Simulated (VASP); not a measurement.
A run of VASP 6.6.1 is set up as follows.

Contents of INCAR:

```
PREC     = Accurate       # precision mode
ENCUT    = 520            # plane-wave cutoff, eV
EDIFF    = 1E-6           # SCF threshold, eV
ISMEAR   = 0              # smearing method
SIGMA    = 0.05           # smearing width, eV
LREAL    = F              # projectors in reciprocal space
LASPH    = T              # aspherical terms in the spheres
NELM     = 100            # most SCF steps
ALGO     = Normal         # electronic algorithm
ISIF     = 2              # what is computed and relaxed
LWAVE    = F              # write WAVECAR
LCHARG   = T              # write CHGCAR
GGA      = PE             # functional
IVDW     = 12             # dispersion correction
LELF     = T              # ELF
LVHAR    = T            
NBANDS   = 16             # bands
```

The input KPOINTS:

```
regular mesh
0
Gamma
  12 12 4
```

File POSCAR:

```
BN
1.0
    2.5064381059      0.0000000000      0.0000000000
   -1.2532190530      2.1706390727      0.0000000000
    0.0000000000      0.0000000000      6.6168468515
B N
2 2
Direct
    0.3333333333      0.6666666667      0.2500000000
    0.6666666667      0.3333333333      0.7500000000
    0.4715414785      0.9430829569      0.6593223686
    0.6666666667      0.3333333333      0.2500000000
```

Potentials or basis: VASP PAW PBE potentials, release 64 (B, N).

The run is started by

```bash
$ cat potpaw_PBE.64/B/POTCAR potpaw_PBE.64/N/POTCAR > POTCAR
$ mpirun -np 1 vasp_std > vasp.out
```

Question: What does it give for the largest force?

Answer: 38.292 eV/Å.

Question: Estimate the band gap on the k mesh.

Answer: 0.32 eV, indirect (least direct gap 1.28 eV).

Stress tensor (GPa, compression positive):
```
 18.05   0.00   0.00
  0.00 118.51  90.98
  0.00  90.98  43.96
```

Caveat: the cell differs from its parent crystal (atom 3 (N) moved by (+0.600, -0.600) A along y and z); forces of over 1 eV/Å act on the atoms, so gaps and moduli don't describe the material at rest. A k mesh can miss the band edges.
